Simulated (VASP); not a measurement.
# Sn (I4_1/amd) in VASP: notebook

The runs below take Sn through single point, with PBE.

Everything below comes from runs of VASP 6.6.1. Logs are shortened: lines on timing, memory, paths and dates and some standing lists are left out, and cuts for length are marked.

**1. The cell of the first run**

The structure is tetragonal, space group I4_1/amd (No. 141). The conventional cell has a = 4.707 Å, b = 4.707 Å, c = 6.956 Å, α = 90.00°, β = 90.00°, γ = 90.00°. Within 3.9 Å of Sn (site symmetry -4m2) lie 4 Sn at 2.93 Å.

**2. Single point, PBE (strain +0.0450 x Voigt [0, 1, 0, 0, 0, 0])**

Contents of INCAR:

```
SYSTEM = Sn
PREC = Accurate
ENCUT = 520
EDIFF = 1E-7
ISMEAR = 0
SIGMA = 0.15
LREAL = .FALSE.
LASPH = .TRUE.
NELM = 80
ALGO = Fast
ISIF = 2
LWAVE = .FALSE.
LCHARG = .FALSE.
GGA = PE
NBANDS = 21
```

Contents of KPOINTS:

```
regular mesh
0
G
  16 16 16
  0 0 0
```

Contents of POSCAR:

```
Sn
1.0
    0.0000000000      3.4779144314      3.3281477812
    3.3281477812      0.0000000000      3.3281477812
    3.3281477812      3.4779144314      0.0000000000
Sn
2
Direct
    0.5000000000      0.5000000000      0.5000000000
    0.7500000000      0.7500000000      0.7500000000
```

Potentials or basis: VASP PAW PBE potentials, release 64 (Sn_d).

The run is started by

```console
$ cat potpaw_PBE.64/Sn_d/POTCAR > POTCAR
$ mpirun -np 1 vasp_std > vasp.out
```

OUTCAR:

```text
SYSTEM = Sn
   PREC = Accurate
   ENCUT = 520
   EDIFF = 1E-7
   ISMEAR = 0
   LREAL = .FALSE.
   LASPH = .TRUE.
   NELM = 80
   ISIF = 2
   GGA = PE

 ion  position               nearest neighbor table
   1  0.500  0.500  0.500-   2 2.93   2 2.93   2 2.93   2 2.93
   2  0.750  0.750  0.750-   1 2.93   1 2.93   1 2.93   1 2.93

  LATTYP: Found a body centered tetragonal cell.
 ALAT       =     4.7067117298
 C/A-ratio  =     1.4778531727

  Lattice vectors:

 A1 = (   0.0000000000,  -3.4779144314,   3.3281477812)
 A2 = (   0.0000000000,  -3.4779144314,  -3.3281477812)
 A3 = (   3.3281477812,   3.4779144314,   0.0000000000)

Analysis of symmetry for initial positions (statically):
=====================================================================
 Subroutine PRICEL returns:
 Original cell was already a primitive cell.

 Routine SETGRP: Setting up the symmetry group for a
 body centered tetragonal supercell.

 Subroutine GETGRP returns: Found 16 space group operations
 (whereof  8 operations were pure point group operations)
 out of a pool of 16 trial point group operations.

The static configuration has the point symmetry D_2d.
 The point group associated with its full space group is D_4h.

Analysis of symmetry for dynamics (positions and initial velocities):
=====================================================================
 Subroutine PRICEL returns:
 Original cell was already a primitive cell.

 Routine SETGRP: Setting up the symmetry group for a
 body centered tetragonal supercell.

 Subroutine GETGRP returns: Found 16 space group operations
 (whereof  8 operations were pure point group operations)
 out of a pool of 16 trial point group operations.

The dynamic configuration has the point symmetry D_2d.
 The point group associated with its full space group is D_4h.

 Subroutine INISYM returns: Found 16 space group operations
 (whereof  8 operations are pure point group operations),
 and found     1 'primitive' translations

----------------------------------------------------------------------------------------

                                     Primitive cell

  volume of cell :      77.0467

  direct lattice vectors                    reciprocal lattice vectors
     0.000000000  3.477914431  3.328147781    -0.150233713  0.143764319  0.150233713
     3.328147781  0.000000000  3.328147781     0.150233713 -0.143764319  0.150233713
     3.328147781  3.477914431  0.000000000     0.150233713  0.143764319 -0.150233713

  length of vectors
[... 76 lines left out ...]
   ISPIN  =      1    spin polarized calculation?
   LNONCOLLINEAR =      F non collinear calculations
   LSORBIT =      F    spin-orbit coupling
   LASPH  =      T    aspherical Exc in radial PAW
   ENCUT  =  520.0 eV  38.22 Ry    6.18 a.u.   8.95  8.75  8.95*2*pi/ulx,y,z
   NELM   =     80;   NELMIN=  2; NELMDL= -5     # of ELM steps
   EDIFF  = 0.1E-06   stopping-criterion for ELM
   LREAL  =      F    real-space projection
   EDIFFG = 0.1E-05   stopping-criterion for IOM
   NSW    =      0    number of steps for IOM
   IBRION =     -1    ionic relax: 0-MD 1-quasi-New 2-CG
   NFREE  =      0    steps in history (QN), initial steepest desc. (CG)
   ISIF   =      2    stress and relaxation
   ISYM   =      2    0-nonsym 1-usesym 2-fastsym
   POTIM  = 0.5000    time-step for ionic-motion
   TEBEG  =    0.0;   TEEND  =   0.0 temperature during run
   PSTRESS=    0.0 pullay stress
   NELECT =      28.0000    total number of electrons
   NUPDOWN=      -1.0000    fix difference up-down
   EMIN   =  10.00;   EMAX   =-10.00  energy-range for DOS
   EFERMI =   0.00;   METHOD = LEGACY
   ISMEAR =     0;   SIGMA  =   0.15  broadening in eV -4-tet -1-fermi 0-gaus
   EFERMI_NEDOS =   21; number of points for ismear=-14 and -15
   IALGO  =     68    algorithm
   IMIX   =      4    mixing-type and parameters
     AMIX     =   0.40;   BMIX     =  1.00
     AMIX_MAG =   1.60;   BMIX_MAG =  1.00
  volume/ion in A,a.u.               =      38.52       259.97
  Fermi-wavevector in a.u.,A,eV,Ry     =   1.168269  2.207708 18.569941  1.364852
  Thomas-Fermi vector in A             =   2.304758
   LORBIT       =      0    0 simple, 1 ext, 2 COOP (PROOUT), +10 PAW based schemes
   GGA     = PE    functional components
   LHFCALC =     F    Hartree Fock is set to
   AEXX    =    0.0000 exact exchange contribution
   IVDW    =     0    specifies the selected vdW correction
   LEPSILON=     F    determine dielectric tensor
   LRPA    =     F    only Hartree local field effects (RPA)
 non-spin polarized calculation
 RMM-DIIS sequential band-by-band and
 Gauss-broadening in eV      SIGMA  =   0.15
  energy-cutoff  :      520.00
  volume of cell :       77.05
 maximum number of plane-waves:      2100
   NGX = 17   NGY = 17   NGZ = 17

 number of electron      28.0000008 magnetization

 Free energy of the ion-electron system (eV)
  ---------------------------------------------------
  ext. energy  EPLUGINS =         0.00000000
  ---------------------------------------------------
  free energy    TOTEN  =        -7.66930406 eV

  energy without entropy =       -7.66746464  energy(sigma->0) =       -7.66838435

 E-fermi :   4.4553     XC(G=0):  -8.3636

 val. band max:        4.4506490103   @ k =  -0.1250   0.0000   0.0625
 cond. band min:       4.5647749161   @ k =   0.0625   0.0000   0.0000
 fundamental gap:      0.1141259058
 Fermi energy:         4.4553177313

 k-point     1 :       0.0000    0.0000    0.0000
  band No.  band energies     occupation
      1     -17.0423      2.00000
      2     -17.0423      2.00000
      3     -17.0328      2.00000
      4     -16.9946      2.00000
      5     -16.9945      2.00000
      6     -16.7864      2.00000
[... 565 lines left out ...]
     20      11.0915      0.00000
     21      11.7779      0.00000

 [... further k-points ...]
[... 5 lines left out ...]
  --------------------------------------------------------------------------------------
  -------------------------------------------------------------------------------------
  Total       -0.5095966     -1.1332539     -0.5095966      0.0000000     -0.0000000      0.0000000
  in kB      -10.5970013    -23.5658837    -10.5970013      0.0000000     -0.0000000      0.0000000
  external PRESSURE =     -14.9199621 kB  Pullay stress =       0.0000000 kB

 VOLUME and BASIS-vectors are now :
 -----------------------------------------------------------------------------
  energy-cutoff  :      520.00
  volume of cell :       77.05
      direct lattice vectors                 reciprocal lattice vectors
     0.000000000  3.477914431  3.328147781    -0.150233713  0.143764319  0.150233713
     3.328147781  0.000000000  3.328147781     0.150233713 -0.143764319  0.150233713
     3.328147781  3.477914431  0.000000000     0.150233713  0.143764319 -0.150233713

 POSITION                                       TOTAL-FORCE (eV/Angst)
 -----------------------------------------------------------------------------------
      3.32815      3.47791      3.32815        -0.000000      0.000000     -0.000000
      4.99222      5.21687      4.99222         0.000000     -0.000000      0.000000
 -----------------------------------------------------------------------------------
    total drift:                                0.000000      0.000000      0.000000

  FREE ENERGIE OF THE ION-ELECTRON SYSTEM (eV)
  ---------------------------------------------------
  free  energy   TOTEN  =        -7.6693040570 eV

  energy  without entropy=       -7.6674646377  energy(sigma->0) =       -7.66838435
```

stdout:

```text
POSCAR found type information on POSCAR Sn
 POSCAR found :  1 types and       2 ions
 scaLAPACK will be used
 LDA part: xc-table for (Slater+PW92), standard interpolation
 POSCAR, INCAR and KPOINTS ok, starting setup
 FFT: planning ... GRIDC
 FFT: planning ... GRID_SOFT
 FFT: planning ... GRID
 WAVECAR not read
 entering main loop
WARNING in EDDRMM: call to ZHEGV failed, returncode =   8  4     21
WARNING in EDDRMM: call to ZHEGV failed, returncode =   8  4     21
WARNING in EDDRMM: call to ZHEGV failed, returncode =   8  4     21
 num prob WARNING in EDDRMM: call to ZHEGV failed, returncode =   8  4     21
WARNING in EDDRMM: call to ZHEGV failed, returncode =   8  4     20
WARNING in EDDRMM: call to ZHEGV failed, returncode =   8  4     21
 num prob  num prob RMM:  15    -0.766930405695E+01    0.20206E-07   -0.16773E-07 12346   0.365E-03
```

It took 5.3 min on 1 thread of Intel Xeon Platinum 8488C (Sapphire Rapids), shared host; peak memory 0.54 GiB.

What came out:

```yaml
Free_energy: -7.6693 eV
Pressure: -1.5 GPa
Band_gap_on_the_k_mesh: zero (band 14 reaches 4.63 eV, above the bottom of band 15 at 4.22 eV)
```

Caveat: the cell differs from its parent crystal (strain +0.0450 x Voigt [0, 1, 0, 0, 0, 0]); spin-orbit coupling is left out, which moves the levels of the heavy elements.

**3. Single point, PBE (strain +0.0525 x Voigt [0, 1, 0, 0, 0, 0])**

Contents of INCAR:

```
ALGO = Fast
EDIFF = 1E-6
ENCUT = 520
GGA = PE
ISIF = 2
ISMEAR = 0
LASPH = T
LCHARG = F
LREAL = F
LWAVE = F
NBANDS = 21
NELM = 80
PREC = Accurate
SIGMA = 0.15
```

Contents of KPOINTS:

```
k-points
0
Gamma
  16 16 16
```

Contents of POSCAR:

```
Sn
1.0
    0.0000000000      3.5028755397      3.3281477812
    3.3281477812      0.0000000000      3.3281477812
    3.3281477812      3.5028755397      0.0000000000
Sn
2
Direct
    0.5000000000      0.5000000000      0.5000000000
    0.7500000000      0.7500000000      0.7500000000
```

Potentials or basis: VASP PAW PBE potentials, release 64 (Sn_d).

The run is started by

```console
$ cat potpaw_PBE.64/Sn_d/POTCAR > POTCAR
$ mpirun -np 1 vasp_std > vasp.out
```

Run time: 4.1 min. Hardware: 1 thread of Intel Xeon Platinum 8488C (Sapphire Rapids), shared host; peak memory 0.54 GiB.

Results (log left out):

```yaml
Free_energy: -7.6607 eV
Pressure: -1.7 GPa
Band_gap_on_the_k_mesh: zero (band 14 reaches 4.58 eV, above the bottom of band 15 at 4.13 eV)
```

Stress tensor (GPa, compression positive):
```
-1.19  0.00  0.00
 0.00 -2.70  0.00
 0.00  0.00 -1.19
```

Levels at points of the mesh, in eV from the Fermi level:
```
           k point  band 10  band 11  band 12  band 13  band 14  band 15  band 16  band 17  band 18  band 19
(0.00, 0.00, 0.00)   -21.22    -9.82    -1.51    -0.13     0.19     0.19     2.07     2.07     2.27     4.92
(0.50, 0.00, 0.00)   -21.18    -8.43    -5.89    -1.10    -0.77    -0.26     3.10     3.24     5.70     7.69
(0.50, 0.50, 0.00)   -21.18    -7.08    -7.08    -2.15    -2.15     0.84     0.84     6.86     6.86     8.34
(0.50, 0.00, 0.50)   -21.16    -7.22    -7.22    -1.91    -1.91     1.13     1.13     6.86     6.86     8.29
```

Caveat: the cell differs from its parent crystal (strain +0.0525 x Voigt [0, 1, 0, 0, 0, 0]); spin-orbit coupling is left out, which moves the levels of the heavy elements.

**4. Single point, PBE (strain -0.0150 x Voigt [0, 1, 0, 0, 0, 0])**

Contents of INCAR:

```
  PREC = Accurate
  ENCUT = 520
  EDIFF = 1E-6
  ISMEAR = 0
  SIGMA = 0.15
  LREAL = F
  LASPH = T
  NELM = 80
  ALGO = Fast
  ISIF = 2
  LWAVE = F
  LCHARG = F
  GGA = PE
  NBANDS = 21
```

Contents of KPOINTS:

```
regular mesh
0
Gamma
  16 16 16
```

Contents of POSCAR:

```
Sn
1.0
    0.0000000000      3.2782255645      3.3281477812
    3.3281477812      0.0000000000      3.3281477812
    3.3281477812      3.2782255645      0.0000000000
Sn
2
Direct
    0.5000000000      0.5000000000      0.5000000000
    0.7500000000      0.7500000000      0.7500000000
```

The run is started by

```console
$ cat potpaw_PBE.64/Sn_d/POTCAR > POTCAR
$ mpirun -np 1 vasp_std > vasp.out
```

It took 4 min on 1 thread of Intel Xeon 6975P-C (Granite Rapids), shared host; peak memory 0.52 GiB.

The run converged. Its results:

| Item | Value |
| --- | --- |
| Free energy | -7.6915 eV |
| Pressure | 0.5 GPa |
| Band gap on the k mesh | zero (band 14 reaches 5.07 eV, above the bottom of band 15 at 4.89 eV) |

Stress tensor (GPa, compression positive):
```
0.32 0.00 0.00
0.00 0.74 0.00
0.00 0.00 0.32
```

Levels at points of the mesh, in eV from the Fermi level:
| k point | band 12 | band 13 | band 14 | band 15 | band 16 | band 17 |
| --- | --- | --- | --- | --- | --- | --- |
| (0.00, 0.00, 0.00) | -1.07 | 0.04 | 0.04 | 0.13 | 2.09 | 2.15 |
| (0.50, 0.00, 0.00) | -6.10 | -1.10 | -1.00 | -0.14 | 3.16 | 3.22 |
| (0.50, 0.50, 0.00) | -7.35 | -2.26 | -2.26 | 0.90 | 0.90 | 7.31 |
| (0.50, 0.00, 0.50) | -7.30 | -2.34 | -2.34 | 0.81 | 0.81 | 7.34 |

Caveat: the cell differs from its parent crystal (strain -0.0150 x Voigt [0, 1, 0, 0, 0, 0]); spin-orbit coupling is left out, which moves the levels of the heavy elements.

**5. Single point, PBE (strain +0.0150 x Voigt [0, 1, 0, 0, 0, 0])**

Contents of INCAR:

```
ALGO = Fast
EDIFF = 1E-7
ENCUT = 520
GGA = PE
ISIF = 2
ISMEAR = 0
LASPH = True
LCHARG = True
LELF = True
LREAL = False
LVHAR = True
LWAVE = False
NBANDS = 21
NELM = 80
PREC = Accurate
SIGMA = 0.15
```

Contents of KPOINTS:

```
k-points
0
Gamma
  16 16 16
```

Contents of POSCAR:

```
Sn
1.0
    0.0000000000      3.3780699979      3.3281477812
    3.3281477812      0.0000000000      3.3281477812
    3.3281477812      3.3780699979      0.0000000000
Sn
2
Direct
    0.5000000000      0.5000000000      0.5000000000
    0.7500000000      0.7500000000      0.7500000000
```

The run is started by

```console
$ cat potpaw_PBE.64/Sn_d/POTCAR > POTCAR
$ mpirun -np 1 vasp_std > vasp.out
```

Run time: 6.4 min. Hardware: 1 thread of Intel Xeon 6975P-C (Granite Rapids), shared host; peak memory 0.53 GiB.

The run converged. Its results:

```
Free energy            : -7.6912 eV
Pressure               : -0.6 GPa
Band gap on the k mesh : zero (band 14 reaches 4.84 eV, above the bottom of band 15 at 4.55 eV)
```

Stress tensor (GPa, compression positive):
```
-0.45  0.00  0.00
 0.00 -0.88  0.00
 0.00  0.00 -0.45
```

Levels at points of the mesh, in eV from the Fermi level:
```
           k point  band 12  band 13  band 14  band 15  band 16  band 17
(0.00, 0.00, 0.00)    -1.26     0.02     0.11     0.11     2.12     2.12
(0.50, 0.00, 0.00)    -5.99    -1.04    -0.94    -0.18     3.16     3.21
(0.50, 0.50, 0.00)    -7.22    -2.21    -2.21     0.88     0.88     7.15
(0.50, 0.00, 0.50)    -7.26    -2.14    -2.14     0.96     0.96     7.13
```

Caveat: the cell differs from its parent crystal (strain +0.0150 x Voigt [0, 1, 0, 0, 0, 0]); spin-orbit coupling is left out, which moves the levels of the heavy elements.

(Continued in part 2 of 2.)
